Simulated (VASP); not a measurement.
# Si (I4/mmm) in VASP: a series of runs, part 3 of 3

VASP 6.6.1. Earlier steps stand in the parts before.

### 4 Single point, PBEsol (21.74 Å³/atom)

This run uses another cell than the first one, of 21.74 Å³/atom.

The input, INCAR:

```
PREC = Accurate
ENCUT = 520
EDIFF = 1E-6
ISMEAR = 0
SIGMA = 0.03
LREAL = F
LASPH = T
NELM = 100
ALGO = Normal
ISIF = 2
LWAVE = F
LCHARG = F
GGA = PS
NBANDS = 16
```

The input, KPOINTS:

```
regular mesh
0
Gamma
  12 12 12
```

The input, POSCAR:

```
Si
1.0
   -3.3966256733      3.3966256733      1.8844479235
    3.3966256733     -3.3966256733      1.8844479235
    3.3966256733      3.3966256733     -1.8844479235
Si
4
Direct
    0.1787304307      0.1787304307      0.3574608614
    0.8212695693      0.8212695693      0.6425391386
    0.1787304307      0.8212695693      0.0000000000
    0.8212695693      0.1787304307      0.0000000000
```

Potentials or basis: VASP PAW PBE potentials, release 64 (Si).

The run is started by

```bash
$ cat potpaw_PBE.64/Si/POTCAR > POTCAR
$ mpirun -np 1 vasp_std > vasp.out
```

OUTCAR:

```text
PREC = Accurate
   ENCUT = 520
   EDIFF = 1E-6
   ISMEAR = 0
   LREAL = F
   LASPH = T
   NELM = 100
   ISIF = 2
   GGA = PS

 ion  position               nearest neighbor table
   1  0.179  0.179  0.357-   2 2.33   2 2.33   3 2.43   4 2.43
   2  0.821  0.821  0.643-   1 2.33   1 2.33   4 2.43   3 2.43
   3  0.179  0.821  0.000-   4 2.33   4 2.33   2 2.43   1 2.43
   4  0.821  0.179  0.000-   3 2.33   3 2.33   2 2.43   1 2.43

  LATTYP: Found a body centered tetragonal cell.
 ALAT       =     6.7932513466
 C/A-ratio  =     0.5548000000

  Lattice vectors:

 A1 = (  -3.3966256733,   3.3966256733,   1.8844479235)
 A2 = (   3.3966256733,  -3.3966256733,   1.8844479235)
 A3 = (   3.3966256733,   3.3966256733,  -1.8844479235)

Analysis of symmetry for initial positions (statically):
=====================================================================
 Subroutine PRICEL returns:
 Original cell was already a primitive cell.

 Routine SETGRP: Setting up the symmetry group for a
 body centered tetragonal supercell.

 Subroutine GETGRP returns: Found 16 space group operations
 (whereof 16 operations were pure point group operations)
 out of a pool of 16 trial point group operations.

The static configuration has the point symmetry D_4h.

Analysis of symmetry for dynamics (positions and initial velocities):
=====================================================================
 Subroutine PRICEL returns:
 Original cell was already a primitive cell.

 Routine SETGRP: Setting up the symmetry group for a
 body centered tetragonal supercell.

 Subroutine GETGRP returns: Found 16 space group operations
 (whereof 16 operations were pure point group operations)
 out of a pool of 16 trial point group operations.

The dynamic configuration has the point symmetry D_4h.

 Subroutine INISYM returns: Found 16 space group operations
 (whereof 16 operations are pure point group operations),
 and found     1 'primitive' translations

----------------------------------------------------------------------------------------

                                     Primitive cell

  volume of cell :      86.9640

  direct lattice vectors                    reciprocal lattice vectors
    -3.396625673  3.396625673  1.884447924     0.000000000  0.147204917  0.265329699
     3.396625673 -3.396625673  1.884447924     0.147204917  0.000000000  0.265329699
     3.396625673  3.396625673 -1.884447924     0.147204917  0.147204917  0.000000000

  length of vectors
     5.159968595  5.159968595  5.159968595     0.303428965  0.303428965  0.208179190

  position of ions in fractional coordinates (direct lattice)
     0.178730431  0.178730431  0.357460861
     0.821269569  0.821269569  0.642539139
     0.178730431  0.821269569  0.000000000
     0.821269569  0.178730431  0.000000000

  ion indices of the primitive-cell ions
   primitive index   ion index
                 1           1
                 2           2
                 3           3
                 4           4

----------------------------------------------------------------------------------------

 KPOINTS: regular mesh

Automatic generation of k-mesh.
 Grid dimensions read from file:
 generate k-points for:   12   12   12

 Generating k-lattice:

  Cartesian coordinates                     Fractional coordinates (reciprocal lattice)
     0.000000000  0.012267076  0.022110808     0.083333333  0.000000000 -0.000000000
     0.012267076  0.000000000  0.022110808     0.000000000  0.083333333 -0.000000000
     0.012267076  0.012267076  0.000000000     0.000000000  0.000000000  0.083333333

  Length of vectors
     0.025285747  0.025285747  0.017348266

  Shift w.r.t. Gamma in fractional coordinates (k-lattice)
     0.000000000  0.000000000  0.000000000

 Subroutine IBZKPT returns following result:
 ===========================================

 Found    163 irreducible k-points:

 Following reciprocal coordinates:
            Coordinates               Weight
  0.000000  0.000000  0.000000      1.000000
  0.083333 -0.000000  0.000000      8.000000
  0.166667 -0.000000  0.000000      8.000000
  0.250000 -0.000000  0.000000      8.000000
  0.333333 -0.000000  0.000000      8.000000
  0.416667 -0.000000  0.000000      8.000000
[... 16 lines left out ...]
  0.500000  0.166667  0.000000     16.000000
 -0.416667  0.166667  0.000000     16.000000
 [... further k-points ...]
   k-points           NKPTS =    163   k-points in BZ     NKDIM =    163   number of bands    NBANDS=     16
   number of dos      NEDOS =    301   number of ions     NIONS =      4
   total plane-waves  NPLWV =  64000
   dimension x,y,z NGX =    40 NGY =   40 NGZ =   40
   dimension x,y,z NGXF=    80 NGYF=   80 NGZF=   80
   ions per type =               4
   NGX,Y,Z   is equivalent  to a cutoff of  12.89, 12.89, 12.89 a.u.
   NGXF,Y,Z  is equivalent  to a cutoff of  25.77, 25.77, 25.77 a.u.
 SYSTEM =  unknown system
   PREC   = accura    normal or accurate (medium, high low for compatibility)
   ISTART =      0    job   : 0-new  1-cont  2-samecut
   ICHARG =      2    charge: 1-file 2-atom 10-const
   ISPIN  =      1    spin polarized calculation?
   LNONCOLLINEAR =      F non collinear calculations
   LSORBIT =      F    spin-orbit coupling
   LASPH  =      T    aspherical Exc in radial PAW
   ENCUT  =  520.0 eV  38.22 Ry    6.18 a.u.   9.59  9.59  9.59*2*pi/ulx,y,z
   NELM   =    100;   NELMIN=  2; NELMDL= -5     # of ELM steps
   EDIFF  = 0.1E-05   stopping-criterion for ELM
   LREAL  =      F    real-space projection
[... 7 lines left out ...]
   TEBEG  =    0.0;   TEEND  =   0.0 temperature during run
   PSTRESS=    0.0 pullay stress
   NELECT =      16.0000    total number of electrons
   NUPDOWN=      -1.0000    fix difference up-down
   EMIN   =  10.00;   EMAX   =-10.00  energy-range for DOS
   EFERMI =   0.00;   METHOD = LEGACY
   ISMEAR =     0;   SIGMA  =   0.03  broadening in eV -4-tet -1-fermi 0-gaus
   EFERMI_NEDOS =   21; number of points for ismear=-14 and -15
   IALGO  =     38    algorithm
   IMIX   =      4    mixing-type and parameters
     AMIX     =   0.40;   BMIX     =  1.00
     AMIX_MAG =   1.60;   BMIX_MAG =  1.00
  volume/ion in A,a.u.               =      21.74       146.72
  Fermi-wavevector in a.u.,A,eV,Ry     =   0.931111  1.759545 11.795822  0.866968
  Thomas-Fermi vector in A             =   2.057570
   LORBIT       =      0    0 simple, 1 ext, 2 COOP (PROOUT), +10 PAW based schemes
   GGA     = PS    functional components
   LHFCALC =     F    Hartree Fock is set to
   AEXX    =    0.0000 exact exchange contribution
   IVDW    =     0    specifies the selected vdW correction
   LEPSILON=     F    determine dielectric tensor
   LRPA    =     F    only Hartree local field effects (RPA)
 non-spin polarized calculation
 Gauss-broadening in eV      SIGMA  =   0.03
  energy-cutoff  :      520.00
  volume of cell :       86.96
 maximum number of plane-waves:      2361
   NGX = 19   NGY = 19   NGZ = 19

 number of electron      16.0000000 magnetization

 Free energy of the ion-electron system (eV)
  ---------------------------------------------------
  ext. energy  EPLUGINS =         0.00000000
  ---------------------------------------------------
  free energy    TOTEN  =       -22.48522209 eV

  energy without entropy =      -22.48522120  energy(sigma->0) =      -22.48522165

 E-fermi :   5.1606     XC(G=0):  -9.1481

 val. band max:        5.1022308585   @ k =   0.5000   0.5000   0.5000
 cond. band min:       5.2189768182   @ k =   0.2500   0.2500   0.2500
 fundamental gap:      0.1167459597
 Fermi energy:         5.1606041906

 k-point     1 :       0.0000    0.0000    0.0000
  band No.  band energies     occupation
      1      -6.7296      2.00000
      2      -2.8710      2.00000
      3      -0.3647      2.00000
      4      -0.3647      2.00000
      5       1.4798      2.00000
      6       3.9189      2.00000
[... 8 lines left out ...]
     15      10.9905      0.00000
     16      11.9138      0.00000
[... 419 lines left out ...]
 k-point    24 :      -0.4167    0.1667    0.0000
  band No.  band energies     occupation
      1      -5.6917      2.00000
      2      -3.5226      2.00000
      3      -1.4188      2.00000
      4       0.4371      2.00000
      5       1.3592      2.00000
      6       2.3610      2.00000
[... 8 lines left out ...]
     15      10.8448      0.00000
     16      11.4953      0.00000

 [... further k-points ...]
[... 5 lines left out ...]
  --------------------------------------------------------------------------------------
  -------------------------------------------------------------------------------------
  Total       -2.1842392     -2.1842392      1.4326977      0.0000000      0.0000000      0.0000000
  in kB      -40.2412331    -40.2412331     26.3952407      0.0000000      0.0000000      0.0000000
  external PRESSURE =     -18.0290752 kB  Pullay stress =       0.0000000 kB

 VOLUME and BASIS-vectors are now :
 -----------------------------------------------------------------------------
  energy-cutoff  :      520.00
  volume of cell :       86.96
      direct lattice vectors                 reciprocal lattice vectors
    -3.396625673  3.396625673  1.884447924     0.000000000  0.147204917  0.265329699
     3.396625673 -3.396625673  1.884447924     0.147204917  0.000000000  0.265329699
     3.396625673  3.396625673 -1.884447924     0.147204917  0.147204917  0.000000000

 POSITION                                       TOTAL-FORCE (eV/Angst)
 -----------------------------------------------------------------------------------
      1.21416      1.21416      0.00000        -0.304373     -0.304373     -0.000000
      2.18246      2.18246      1.88445         0.304373      0.304373      0.000000
      2.18246     -2.18246      1.88445         0.304373     -0.304373      0.000000
     -2.18246      2.18246      1.88445        -0.304373      0.304373      0.000000
 -----------------------------------------------------------------------------------
    total drift:                               -0.000000     -0.000000      0.000000

  FREE ENERGIE OF THE ION-ELECTRON SYSTEM (eV)
  ---------------------------------------------------
  free  energy   TOTEN  =       -22.4852220939 eV

  energy  without entropy=      -22.4852212049  energy(sigma->0) =      -22.48522165
```

OSZICAR:

```text
N       E                     dE             d eps       ncg     rms          rms(c)
DAV:   1     0.233874246747E+02    0.23387E+02   -0.57731E+03  5216   0.806E+02
DAV:   2    -0.211131840537E+02   -0.44501E+02   -0.40242E+02  7072   0.117E+02
DAV:   3    -0.229363181340E+02   -0.18231E+01   -0.18079E+01  7080   0.221E+01
DAV:   4    -0.229593912700E+02   -0.23073E-01   -0.23069E-01  6576   0.317E+00
DAV:   5    -0.229598486386E+02   -0.45737E-03   -0.45736E-03  7208   0.427E-01    0.675E+00
DAV:   6    -0.226303116738E+02    0.32954E+00   -0.13503E-01  6072   0.169E+00    0.402E+00
DAV:   7    -0.224824496676E+02    0.14786E+00   -0.25194E-01  6368   0.237E+00    0.274E-01
DAV:   8    -0.224847144361E+02   -0.22648E-02   -0.21065E-02  6376   0.748E-01    0.126E-01
DAV:   9    -0.224850956756E+02   -0.38124E-03   -0.84104E-04  7056   0.165E-01    0.851E-02
DAV:  10    -0.224852144793E+02   -0.11880E-03   -0.15349E-04  6440   0.612E-02    0.178E-02
DAV:  11    -0.224852209809E+02   -0.65015E-05   -0.19336E-05  7120   0.242E-02    0.425E-03
DAV:  12    -0.224852221915E+02   -0.12106E-05   -0.22551E-06  6568   0.776E-03    0.182E-03
DAV:  13    -0.224852220939E+02    0.97616E-07   -0.24091E-07  4280   0.266E-03
   1 F= -.22485222E+02 E0= -.22485222E+02  d E =-.888916E-06
```

stdout:

```text
POSCAR found type information on POSCAR Si
 POSCAR found :  1 types and       4 ions
 scaLAPACK will be used
 -----------------------------------------------------------------------------
|                                                                             |
|                                                                             |
|     You enforced a specific xc type in the INCAR file but a different       |
|     I HOPE YOU KNOW WHAT YOU ARE DOING!                                     |
|                                                                             |
 -----------------------------------------------------------------------------

 LDA part: xc-table for (Slater+PW92), standard interpolation
 POSCAR, INCAR and KPOINTS ok, starting setup
 FFT: planning ... GRIDC
 FFT: planning ... GRID_SOFT
 FFT: planning ... GRID
 WAVECAR not read
 entering main loop
```

Wall time 2.8 min (1 thread of Intel Xeon 6975P-C (Granite Rapids), shared host); peak memory 0.33 GiB.

Results:

- Free energy: -22.4852 eV
- Pressure: -1.8 GPa
- Largest force: 0.430 eV/Å
- Band gap on the k mesh: 0.12 eV (least direct gap 0.81 eV)

Forces on the atoms (eV/Å):
```
Si  -0.304 -0.304  0.000
Si   0.304  0.304  0.000
Si   0.304 -0.304  0.000
Si  -0.304  0.304  0.000
```

Levels at points of the mesh, in eV from the valence-band top:
| k point | band 6 | band 7 | band 8 | band 9 | band 10 | band 11 |
| --- | --- | --- | --- | --- | --- | --- |
| (0.00, 0.00, 0.00) | -1.18 | -1.18 | -0.40 | 1.40 | 1.40 | 1.83 |
| (0.50, 0.00, 0.00) | -3.37 | -2.20 | -1.45 | 0.82 | 2.18 | 2.93 |
| (0.50, 0.50, 0.00) | -1.97 | -1.63 | -1.29 | 1.89 | 1.96 | 2.23 |
| (0.50, 0.50, 0.50) | -0.04 | 0.00 | 0.00 | 0.81 | 2.92 | 3.09 |

Caveat: the stress differs along the axes, from -4 to 3 GPa; semilocal functionals underestimate gaps, and a narrow one can read as zero; the PAW data sets were made with another functional, which shifts forces and pressure a little.

### 5 The runs side by side

```csv
cell,gap on the mesh (eV),pressure (GPa),largest force (eV/Å)
"a = 5.115 Å, angles 97.7, 97.7, 137.2°, 4 atoms",0.11,0.4,0.44
"a = 5.075 Å, angles 98.2, 98.2, 135.6°, 4 atoms",0.14,0.1,-
"a = 5.160 Å, angles 97.7, 97.7, 137.2°, 4 atoms",0.12,-1.8,0.43
```

Alike in all rows: task single point; level PBEsol; potentials or basis VASP PAW PBE potentials, release 64 (Si); no spin polarisation; k mesh 12 × 12 × 12; cutoff (eV) 520; smearing gaussian 0.03 eV.

Caveats: semilocal functionals underestimate gaps, and a narrow one can read as zero; the PAW data sets were made with another functional, which shifts forces and pressure a little; the stress differs along the axes, from -2 to 5 GPa (at least some runs); the stress differs along the axes, from -4 to 3 GPa (at least some runs).

Total energies depend on the potentials used, so only differences within one code and one set of settings carry meaning.
